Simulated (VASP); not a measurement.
A run of VASP 6.6.1:

Contents of INCAR:

```
  PREC = Accurate
  ENCUT = 520
  EDIFF = 1E-8
  ISMEAR = 0
  SIGMA = 0.15
  LREAL = F
  LASPH = T
  NELM = 80
  ALGO = Fast
  ISIF = 2
  LWAVE = F
  LCHARG = T
  GGA = PS
  IBRION = 8
  NSW = 1
```

KPOINTS

```
regular mesh
0
Gamma
  12 12 12
```

File POSCAR:

```
ZrOs
1.0
    3.2461236565      0.0000000000      0.0000000000
    0.0000000000      3.2461236565      0.0000000000
    0.0000000000      0.0000000000      3.2461236565
Zr Os
1 1
Direct
    0.0000000000      0.0000000000      0.0000000000
    0.5000000000      0.5000000000      0.5000000000
```

Potentials or basis: VASP PAW PBE potentials, release 64 (Zr_sv, Os).

Launch:

```sh
$ cat potpaw_PBE.64/Zr_sv/POTCAR potpaw_PBE.64/Os/POTCAR > POTCAR
$ mpirun -np 1 vasp_std > vasp.out
```

Hardware: 1 thread of Intel(R) Xeon(R) Platinum 8488C (Sapphire Rapids) (shared host).

Question: How long does it take, and how much memory?

Answer: Wall time 2.4 min on 1 thread of Intel(R) Xeon(R) Platinum 8488C (Sapphire Rapids), on a shared host, peak memory 0.36 GiB. Counts: scf iterations 62, k points 84.
